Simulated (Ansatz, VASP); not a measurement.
# AlNi in VASP and in Ansatz

```
CELL_PARAMETERS angstrom
2.25372 -1.36621 0.00000
2.25372 1.36621 0.00000
-1.32876 0.00000 3.80161
ATOMIC_POSITIONS crystal
Ni 0.50000 0.50000 0.50000
Al 0.00000 0.00000 0.00000
```

Alike in both runs: task single point; functional PBE; k mesh 11 × 11 × 7; occupations fermi-dirac, width 0.05 eV; collinear spin.

|  | VASP | Ansatz |
| --- | --- | --- |
| version | VASP 6.6.1 | Ansatz 0.2.0 |
| potentials or method | VASP PAW PBE potentials, release 64 (Ni, Al) | Ansatz PAW |
| plane-wave cutoff (eV) | 520 | 420 |
| valence electrons in the cell | 13 | 21 |

|  | VASP | Ansatz | Ansatz less VASP |
| --- | --- | --- | --- |
| gap on the k mesh at the Fermi level (eV) | none | none | - |
| pressure (GPa) | 12.7 | 12.7 | +0.05 |
| traceless stress, the component that is largest in VASP (GPa) | -1.95 | -2.07 | -0.126 |
| net moment per atom (μB) | 0.00 | 0.00 | 0.000 |

A gap of «none» marks a metal or a gap that the smearing closes. VASP's potentials hold 13 valence electrons a cell and Ansatz's 21, so a difference there can come from the potentials and not from the codes.
